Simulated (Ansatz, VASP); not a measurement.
## Pb in VASP and in Ansatz

INCAR

```
ALGO = Normal
EDIFF = 1E-8
ENCUT = 520
GGA = PE
ISIF = 2
ISMEAR = -1
LASPH = True
LCHARG = False
LEFG = True
LREAL = False
LWAVE = False
NBANDS = 21
NELM = 80
PREC = Accurate
SIGMA = 0.08
```

The input KPOINTS:

```
k-points
0
Gamma
  14 14 8
```

File POSCAR:

```
Pb
1.0
    3.4800006906      0.0000000000      0.0000000000
   -1.7400003453      3.0137690032      0.0000000000
    0.0000000000      0.0000000000      5.5900000000
Pb
2
Direct
    0.3333333333      0.6666666667      0.2500000000
    0.7241379197      0.3333333333      0.7500000000
```

Input for Ansatz:

```yaml
crystal:
  lattice:
    - [3.4800006906, 0.0, 0.0]
    - [-1.7400003453, 3.0137690032, 0.0]
    - [0.0, 0.0, 5.59]
  atoms:
    - { symbol: Pb, position: [0.3333333333, 0.6666666667, 0.25] }
    - { symbol: Pb, position: [0.7241379197, 0.3333333333, 0.75] }
kpoints:
  mp_grid: { grid: [14, 14, 8] }
scf:
  occupations: { method: fermi_dirac, width: 0.08 }
hamiltonian:
  xc: pbe
  pseudopotentials: { kind: paw }
output:
  forces: true
  stress: true
  eigenvalues: true
  efg: { contact_densities: true }
```

Alike in both runs: task electric field gradients; functional PBE; k mesh 14 × 14 × 8; occupations fermi-dirac, width 0.08 eV; no spin polarisation.

```csv
,VASP,Ansatz
version,VASP 6.6.1,Ansatz 0.2.0
potentials or method,"VASP PAW PBE potentials, release 64 (Pb_d)","PAW with Ansatz's default frozen-core files, scalar-relativistic"
plane-wave cutoff (eV),520,420
valence electrons in the cell,28,28
```

```csv
,VASP,Ansatz,Ansatz less VASP
pressure (GPa),4.1,4.1,+0.07
"traceless stress, the component that is largest in VASP (GPa)",1.44,1.45,+0.004
rms of the force components (eV/Å),0.044,0.044,0.0000
size of Vzz on the site where it differs most (V/Å²),52.8,54.4,+1.58
```

Atom by atom the forces differ by 0.000 eV/Å (rms over components).

Spin-orbit coupling is off throughout.
